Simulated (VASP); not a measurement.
# KBr (Fm-3m) in VASP: notebook, part 2 of 2

VASP 6.6.1.

### Step 4. Relaxation of cell and atoms, PBEsol

INCAR

```
  ALGO = Normal
  EDIFF = 1E-6
  EDIFFG = -0.02
  ENCUT = 600
  GGA = PS
  IBRION = 2
  ISIF = 3
  ISMEAR = -1
  LASPH = T
  LCHARG = F
  LREAL = F
  LWAVE = F
  NELM = 100
  NSW = 80
  PREC = Accurate
  SIGMA = 0.05
```

KPOINTS

```
k-points
0
Gamma
  7 7 7
```

POSCAR

```
KBr
1.0
    0.0000000000      3.3000000000      3.3000000000
    3.3000000000      0.0000000000      3.3000000000
    3.3000000000      3.3000000000      0.0000000000
Br K
1 1
Direct
    0.5000000000      0.5000000000      0.5000000000
    0.0000000000      0.0000000000      0.0000000000
```

Potentials or basis: VASP PAW PBE potentials, release 64 (Br, K_sv).

Started as:

```bash
$ cat potpaw_PBE.64/Br/POTCAR potpaw_PBE.64/K_sv/POTCAR > POTCAR
$ mpirun -np 1 vasp_std > vasp.out
```

OUTCAR:

```text
EDIFF = 1E-6
   EDIFFG = -0.02
   ENCUT = 600
   GGA = PS
   IBRION = 2
   ISIF = 3
   ISMEAR = -1
   LASPH = T
   LREAL = F
   NELM = 100
   NSW = 80
   PREC = Accurate

 ion  position               nearest neighbor table
   1  0.500  0.500  0.500-   2 3.30   2 3.30   2 3.30   2 3.30   2 3.30   2 3.30
   2  0.000  0.000  0.000-   1 3.30   1 3.30   1 3.30   1 3.30   1 3.30   1 3.30

  LATTYP: Found a face centered cubic cell.
 ALAT       =     6.6000000000

  Lattice vectors:

 A1 = (   0.0000000000,   3.3000000000,   3.3000000000)
 A2 = (   3.3000000000,   0.0000000000,   3.3000000000)
 A3 = (   3.3000000000,   3.3000000000,   0.0000000000)

Analysis of symmetry for initial positions (statically):
=====================================================================
 Subroutine PRICEL returns:
 Original cell was already a primitive cell.

 Routine SETGRP: Setting up the symmetry group for a
 face centered cubic supercell.

 Subroutine GETGRP returns: Found 48 space group operations
 (whereof 48 operations were pure point group operations)
 out of a pool of 48 trial point group operations.

The static configuration has the point symmetry O_h .

Analysis of symmetry for dynamics (positions and initial velocities):
=====================================================================
 Subroutine PRICEL returns:
 Original cell was already a primitive cell.

 Routine SETGRP: Setting up the symmetry group for a
 face centered cubic supercell.

 Subroutine GETGRP returns: Found 48 space group operations
 (whereof 48 operations were pure point group operations)
 out of a pool of 48 trial point group operations.

The dynamic configuration has the point symmetry O_h .

 Subroutine INISYM returns: Found 48 space group operations
 (whereof 48 operations are pure point group operations),
 and found     1 'primitive' translations

----------------------------------------------------------------------------------------

                                     Primitive cell

  volume of cell :      71.8740

  direct lattice vectors                    reciprocal lattice vectors
     0.000000000  3.300000000  3.300000000    -0.151515152  0.151515152  0.151515152
     3.300000000  0.000000000  3.300000000     0.151515152 -0.151515152  0.151515152
     3.300000000  3.300000000  0.000000000     0.151515152  0.151515152 -0.151515152

  length of vectors
     4.666904756  4.666904756  4.666904756     0.262431941  0.262431941  0.262431941

  position of ions in fractional coordinates (direct lattice)
     0.500000000  0.500000000  0.500000000
     0.000000000  0.000000000  0.000000000

  ion indices of the primitive-cell ions
   primitive index   ion index
                 1           1
                 2           2

----------------------------------------------------------------------------------------

 KPOINTS: k-points

Automatic generation of k-mesh.
 Grid dimensions read from file:
 generate k-points for:    7    7    7

 Generating k-lattice:

  Cartesian coordinates                     Fractional coordinates (reciprocal lattice)
    -0.021645022  0.021645022  0.021645022     0.142857143  0.000000000  0.000000000
     0.021645022 -0.021645022  0.021645022     0.000000000  0.142857143  0.000000000
     0.021645022  0.021645022 -0.021645022     0.000000000  0.000000000  0.142857143

  Length of vectors
     0.037490277  0.037490277  0.037490277

  Shift w.r.t. Gamma in fractional coordinates (k-lattice)
     0.000000000  0.000000000  0.000000000

 Subroutine IBZKPT returns following result:
 ===========================================

 Found     20 irreducible k-points:

 Following reciprocal coordinates:
            Coordinates               Weight
  0.000000  0.000000  0.000000      1.000000
  0.142857  0.000000  0.000000      8.000000
  0.285714  0.000000  0.000000      8.000000
  0.428571  0.000000  0.000000      8.000000
  0.142857  0.142857  0.000000      6.000000
  0.285714  0.142857  0.000000     24.000000
[... 12 lines left out ...]
 -0.428571  0.428571  0.142857     24.000000
 -0.285714  0.428571  0.142857     24.000000
   k-points           NKPTS =     20   k-points in BZ     NKDIM =     20   number of bands    NBANDS=     12
   number of dos      NEDOS =    301   number of ions     NIONS =      2
   total plane-waves  NPLWV =  64000
   dimension x,y,z NGX =    40 NGY =   40 NGZ =   40
   dimension x,y,z NGXF=    80 NGYF=   80 NGZF=   80
   ions per type =               1   1
   NGX,Y,Z   is equivalent  to a cutoff of  14.25, 14.25, 14.25 a.u.
   NGXF,Y,Z  is equivalent  to a cutoff of  28.50, 28.50, 28.50 a.u.
 SYSTEM =  unknown system
   PREC   = accura    normal or accurate (medium, high low for compatibility)
   ISTART =      0    job   : 0-new  1-cont  2-samecut
   ICHARG =      2    charge: 1-file 2-atom 10-const
   ISPIN  =      1    spin polarized calculation?
   LNONCOLLINEAR =      F non collinear calculations
   LSORBIT =      F    spin-orbit coupling
   LASPH  =      T    aspherical Exc in radial PAW
   ENCUT  =  600.0 eV  44.10 Ry    6.64 a.u.   9.32  9.32  9.32*2*pi/ulx,y,z
   NELM   =    100;   NELMIN=  2; NELMDL= -5     # of ELM steps
   EDIFF  = 0.1E-05   stopping-criterion for ELM
   LREAL  =      F    real-space projection
   EDIFFG = -.2E-01   stopping-criterion for IOM
   NSW    =     80    number of steps for IOM
   IBRION =      2    ionic relax: 0-MD 1-quasi-New 2-CG
   NFREE  =      1    steps in history (QN), initial steepest desc. (CG)
   ISIF   =      3    stress and relaxation
   ISYM   =      2    0-nonsym 1-usesym 2-fastsym
   POTIM  = 0.5000    time-step for ionic-motion
   TEBEG  =    0.0;   TEEND  =   0.0 temperature during run
   PSTRESS=    0.0 pullay stress
   NELECT =      16.0000    total number of electrons
   NUPDOWN=      -1.0000    fix difference up-down
   EMIN   =  10.00;   EMAX   =-10.00  energy-range for DOS
   EFERMI =   0.00;   METHOD = LEGACY
   ISMEAR =    -1;   SIGMA  =   0.05  broadening in eV -4-tet -1-fermi 0-gaus
   EFERMI_NEDOS =   21; number of points for ismear=-14 and -15
   IALGO  =     38    algorithm
   IMIX   =      4    mixing-type and parameters
     AMIX     =   0.40;   BMIX     =  1.00
     AMIX_MAG =   1.60;   BMIX_MAG =  1.00
  volume/ion in A,a.u.               =      35.94       242.51
  Fermi-wavevector in a.u.,A,eV,Ry     =   0.992181  1.874950 13.393889  0.984423
  Thomas-Fermi vector in A             =   2.123975
   LORBIT       =      0    0 simple, 1 ext, 2 COOP (PROOUT), +10 PAW based schemes
   GGA     = PS    functional components
   LHFCALC =     F    Hartree Fock is set to
   AEXX    =    0.0000 exact exchange contribution
   IVDW    =     0    specifies the selected vdW correction
   LEPSILON=     F    determine dielectric tensor
   LRPA    =     F    only Hartree local field effects (RPA)
 conjugate gradient relaxation of ions
 non-spin polarized calculation
  energy-cutoff  :      600.00
  volume of cell :       71.87
 maximum number of plane-waves:      2421
 NGX is ok and might be reduce to    40
   NGX = 19   NGY = 19   NGZ = 19

--------------------------------------- Ionic step        1  -------------------------------------------

 number of electron      16.0000000 magnetization

 Free energy of the ion-electron system (eV)
  ---------------------------------------------------
  ext. energy  EPLUGINS =         0.00000000
  ---------------------------------------------------
  free energy    TOTEN  =        -6.45885929 eV

  energy without entropy =       -6.45885929  energy(sigma->0) =       -6.45885929

------------------------ aborting loop because EDIFF is reached ----------------------------------------

  FORCE on cell =-STRESS in cart. coord.  units (eV):
  Direction    XX          YY          ZZ          XY          YZ          ZX
  --------------------------------------------------------------------------------------
  -------------------------------------------------------------------------------------
  Total       -0.1229818     -0.1229818     -0.1229818     -0.0000000     -0.0000000      0.0000000
  in kB       -2.7414462     -2.7414462     -2.7414462     -0.0000000     -0.0000000      0.0000000
  external PRESSURE =      -2.7414462 kB  Pullay stress =       0.0000000 kB
[... 57 lines left out ...]
  energy  without entropy=       -6.4597068988  energy(sigma->0) =       -6.45970690

--------------------------------------- Ionic step        3  -------------------------------------------

 number of electron      16.0000001 magnetization

 Free energy of the ion-electron system (eV)
  ---------------------------------------------------
  ext. energy  EPLUGINS =         0.00000000
  ---------------------------------------------------
  free energy    TOTEN  =        -6.45999012 eV

  energy without entropy =       -6.45999012  energy(sigma->0) =       -6.45999012

 E-fermi :  -0.6891     XC(G=0):  -7.6089

 val. band max:       -1.7666740946   @ k =   0.0000   0.0000   0.0000
 cond. band min:       2.5493904533   @ k =   0.0000   0.0000   0.0000
 fundamental gap:      4.3160645479
 Fermi energy:        -0.6891393019

 k-point     1 :       0.0000    0.0000    0.0000
  band No.  band energies     occupation
      1     -29.3469      2.00000
      2     -14.0924      2.00000
      3     -12.8913      2.00000
      4     -12.8913      2.00000
      5     -12.8913      2.00000
      6      -1.7667      2.00000
      7      -1.7667      2.00000
      8      -1.7667      2.00000
      9       2.5494      0.00000
     10       5.7624      0.00000
     11       5.7624      0.00000
     12       5.7624      0.00000
[... 312 lines left out ...]
  FREE ENERGIE OF THE ION-ELECTRON SYSTEM (eV)
  ---------------------------------------------------
  free  energy   TOTEN  =        -6.4599901152 eV

  energy  without entropy=       -6.4599901151  energy(sigma->0) =       -6.45999012

 reached required accuracy - stopping structural energy minimisation
```

Run time: 93 s. Hardware: 1 thread of Intel Xeon 8259CL, shared host; peak memory 0.25 GiB.

Results:

* Free energy: -6.4600 eV
* Relaxed volume: 35.40 Å³/atom
* Relaxed cell: a = 4.643 Å, b = 4.643 Å, c = 4.643 Å, α = 60.00°, β = 60.00°, γ = 60.00°
* Space group after relaxing (to 0.1 Å): Fm-3m (No. 225)
* Energy gained by relaxing: 0.6 meV/atom
* Ionic steps: 3
* Pressure after relaxing: -0.1 GPa
* Band gap on the k mesh: 4.32 eV

The path:
| step | energy change (eV) | largest force (eV/Å) | pressure (GPa) | volume (Å³) |
| --- | --- | --- | --- | --- |
| 1 | 0.0000 | 0.0000 | -0.27 | 71.87 |
| 2 | -0.0008 | 0.0000 | -0.14 | 71.24 |
| 3 | -0.0011 | 0.0000 | -0.05 | 70.80 |

Final structure:
```yaml
crystal:
  lattice:
    - [0.00000, 3.28342, 3.28342]
    - [3.28342, 0.00000, 3.28342]
    - [3.28342, 3.28342, 0.00000]
  atoms:
    - { symbol: Br, position: [0.50000, 0.50000, 0.50000] }
    - { symbol: K, position: [0.00000, 0.00000, 0.00000] }
```

Levels at points of the mesh, in eV from the valence-band top:
| k point | band 6 | band 7 | band 8 | band 9 | band 10 | band 11 |
| --- | --- | --- | --- | --- | --- | --- |
| (0.00, 0.00, 0.00) | 0.00 | 0.00 | 0.00 | 4.32 | 7.53 | 7.53 |

Caveat: the PAW data sets were made with another functional, which shifts forces and pressure a little. As with any semilocal functional, this PBEsol gap is likely too small.

### Step 5. Relaxation of cell and atoms, revPBE+D3(BJ)

INCAR

```
SYSTEM = KBr
PREC     = Accurate       ! precision mode
ENCUT    = 600            ! plane-wave cutoff, eV
EDIFF    = 1E-7           ! SCF threshold, eV
ISMEAR   = -1             ! smearing method
SIGMA    = 0.05           ! smearing width, eV
LREAL    = .FALSE.        ! projectors in reciprocal space
LASPH    = .TRUE.         ! aspherical terms in the spheres
NELM     = 60             ! most SCF steps
ALGO     = Normal         ! electronic algorithm
ISIF     = 3              ! what is computed and relaxed
LWAVE    = .FALSE.        ! write WAVECAR
LCHARG   = .FALSE.        ! write CHGCAR
GGA      = RE             ! functional
IVDW     = 12             ! dispersion correction
IBRION   = 2              ! ionic algorithm
NSW      = 80             ! ionic steps
EDIFFG   = -0.005         ! ionic threshold
```

KPOINTS

```
regular mesh
0
G
  7 7 7
  0 0 0
```

POSCAR is that of step 4.

Started as:

```bash
$ cat potpaw_PBE.64/Br/POTCAR potpaw_PBE.64/K_sv/POTCAR > POTCAR
$ mpirun -np 1 vasp_std > vasp.out
```

It took 1.8 min on 1 thread of Intel Xeon 8259CL, shared host; peak memory 0.26 GiB.

Results (log left out):

```
Free energy                           : -6.6223 eV
Relaxed volume                        : 36.23 Å³/atom
Relaxed cell                          : a = 4.679 Å, b = 4.679 Å, c = 4.679 Å, α = 60.00°, β = 60.00°, γ = 60.00°
Space group after relaxing (to 0.1 Å) : Fm-3m (No. 225)
Energy gained by relaxing             : 0.1 meV/atom
Ionic steps                           : 3
Pressure after relaxing               : 0.0 GPa
Band gap on the k mesh                : 4.70 eV
Dispersion energy per atom            : -0.375 eV
```

Step by step:
```tsv
step	energy change (eV)	largest force (eV/Å)	pressure (GPa)	volume (Å³)
1	0.0000	0.0000	0.14	71.87
2	-0.0002	0.0000	0.07	72.19
3	-0.0003	0.0000	0.02	72.45
```

Final structure:
```yaml
crystal:
  lattice:
    - [0.00000, 3.30884, 3.30884]
    - [3.30884, 0.00000, 3.30884]
    - [3.30884, 3.30884, 0.00000]
  atoms:
    - { symbol: Br, position: [0.50000, 0.50000, 0.50000] }
    - { symbol: K, position: [0.00000, 0.00000, 0.00000] }
```

Levels at points of the mesh, in eV from the valence-band top:
| k point | band 6 | band 7 | band 8 | band 9 | band 10 | band 11 |
| --- | --- | --- | --- | --- | --- | --- |
| (0.00, 0.00, 0.00) | 0.00 | 0.00 | 0.00 | 4.70 | 7.77 | 7.77 |

Caveat: the PAW data sets were made with another functional, which shifts forces and pressure a little; an odd mesh through Γ misses points on the zone boundary, where band edges can lie.

### Step 6. The runs side by side

| task | level | cell | cutoff (eV) | smearing | gap on the mesh (eV) | pressure (GPa) | relaxed volume (Å³/atom) |
| --- | --- | --- | --- | --- | --- | --- | --- |
| single point | PBE | a = 4.667 Å, angles 60.0°, 2 atoms | 520 | gaussian 0.013 eV | 4.43 | 0.8 | - |
| single point | revPBE+D3(BJ) | a = 4.671 Å, angles 60.0°, 2 atoms | 520 | fermi-dirac 0.05 eV | 4.72 | 0.1 | - |
| relaxation of cell and atoms | PBEsol | relaxed from a = 4.667 Å, angles 60.0°, 2 atoms | 600 | fermi-dirac 0.05 eV | 4.32 | -0.1 | 35.40 |
| relaxation of cell and atoms | revPBE+D3(BJ) | relaxed from a = 4.667 Å, angles 60.0°, 2 atoms | 600 | fermi-dirac 0.05 eV | 4.70 | 0.0 | 36.23 |

Alike in all rows: potentials or basis VASP PAW PBE potentials, release 64 (Br, K_sv); no spin polarisation; k mesh 7 × 7 × 7.

Caveats: an odd mesh through Γ misses points on the zone boundary, where band edges can lie (at least some runs); the PAW data sets were made with another functional, which shifts forces and pressure a little (at least some runs).

Absolute energies hang on the potentials; compare differences alone.
